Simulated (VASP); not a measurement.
Input of a VASP 6.6.1 run:

Contents of POSCAR:

```
BAs
1.0
    0.0000000000      2.3679489280      2.4029739393
    2.3679489280      0.0000000000      2.4029739393
    2.3679489280      2.3679489280      0.0000000000
B As
1 1
Direct
    0.0000000000      0.0000000000      0.0000000000
    0.2500000000      0.2500000000      0.2500000000
```

Contents of INCAR.step1:

```
SYSTEM = BAs
ALGO = Normal
EDIFF = 1E-4
ENCUT = 520
GGA = PE
GGA_COMPAT = .False.
ISMEAR = -1
LASPH = .True.
LCHARG = .False.
LREAL = .False.
LSORBIT = .True.
LWAVE = .True.
MAGMOM = 0 0 0 0 0 0
NBANDS = 20
NELM = 150
PREC = Accurate
SIGMA = 0.02
```

Contents of INCAR.step2:

```
SYSTEM = BAs
ALGO = Normal
EDIFF = 1E-7
ENCUT = 520
GGA_COMPAT = .False.
ISIF = 2
ISMEAR = -1
ISTART = 1
LASPH = .True.
LCHARG = .False.
LMIXTAU = .True.
LORBIT = 11
LORBMOM = .True.
LREAL = .False.
LSORBIT = .True.
LWAVE = .False.
MAGMOM = 0 0 0 0 0 0
METAGGA = R2SCAN
NBANDS = 20
NELM = 150
PREC = Accurate
SIGMA = 0.02
```

KPOINTS

```
k-points
0
Gamma
  10 10 10
  0 0 0
```

Potentials or basis: VASP PAW PBE potentials, release 64 (B, As).

The run is started by

```sh
$ cat potpaw_PBE.64/B/POTCAR potpaw_PBE.64/As/POTCAR > POTCAR
$ cp INCAR.step1 INCAR
$ mpirun -np 1 vasp_ncl > vasp.out
$ cp INCAR.step2 INCAR
$ mpirun -np 1 vasp_ncl > vasp.out
```

Task: Estimate the net moment.

Result: 0.00 μB per cell.

Task: What does it give for the pressure?

Result: 2.5 GPa.

Moments on the atoms (μB; x, y, z):
```
B   0.00 0.00 0.00
As  0.00 0.00 0.00
```

Caveat: the cell differs from its parent crystal (epitaxial xy strain -1.0%); the PAW data sets were made with another functional, which shifts forces and pressure a little.
